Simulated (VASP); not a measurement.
Wanted: the native input for a VASP 6.6.1 run.

```
Task                   : single point
Functional             : PBE
Potentials or basis    : VASP PAW PBE potentials, release 64 (Zr_sv, Ta_pv, S)
Cutoff                 : 520 eV
k mesh                 : 8 × 8 × 8
Occupations            : gaussian, width 0.1 eV
Spin                   : collinear spin
Starting moments       : [1.38, 0.19, 0.0, 0.0, 0.0] μB
Dipole correction      : no
Further INCAR settings : ALGO = Normal; EDIFF = 1e-07; NBANDS = 32
```

The structure of ZrTaS3 lies in POSCAR:

```
ZrTaS3
1.0
    4.7337170329      0.0000000000      0.0000000000
    0.0000000000      4.7337170329      0.0000000000
    0.0000000000      0.0000000000      4.7337170329
Zr Ta S
1 1 3
Direct
    0.0000000000      0.0000000000      0.0000000000
    0.5000000000      0.5000000000      0.5000000000
    0.5000000000      0.5000000000      0.0000000000
    0.0000000000      0.5000000000      0.5000000000
    0.5000000000      0.0000000000      0.5000000000
```

The cell was generated, and may not be a known phase.

One way to write it, as run:

INCAR

```
PREC = Accurate
ENCUT = 520
EDIFF = 1E-7
ISMEAR = 0
SIGMA = 0.1
LREAL = False
LASPH = True
NELM = 150
ALGO = Normal
ISIF = 2
LWAVE = False
LCHARG = False
ISPIN = 2
MAGMOM = 1.38 0.19 0 0 0
LORBIT = 11
LMAXMIX = 4
GGA = PE
NBANDS = 32
```

KPOINTS

```
Automatic mesh
0
Gamma
  8 8 8
```

Potentials or basis: VASP PAW PBE potentials, release 64 (Zr_sv, Ta_pv, S).

Command:

```bash
$ cat potpaw_PBE.64/Zr_sv/POTCAR potpaw_PBE.64/Ta_pv/POTCAR potpaw_PBE.64/S/POTCAR > POTCAR
$ mpirun -np 1 vasp_std > vasp.out
```

It gave:

The pressure is 0.0 GPa and the net moment is 1.76 μB per cell. The site moments are Zr +1.16; Ta +0.11; S -0.04 μB. The valence electrons inside the program's atomic spheres are Zr 9.53; Ta 8.94; S 3.76.

It took 7.1 min on 1 thread of Intel Xeon 8259CL, with other jobs on the host, peak memory 0.36 GiB.
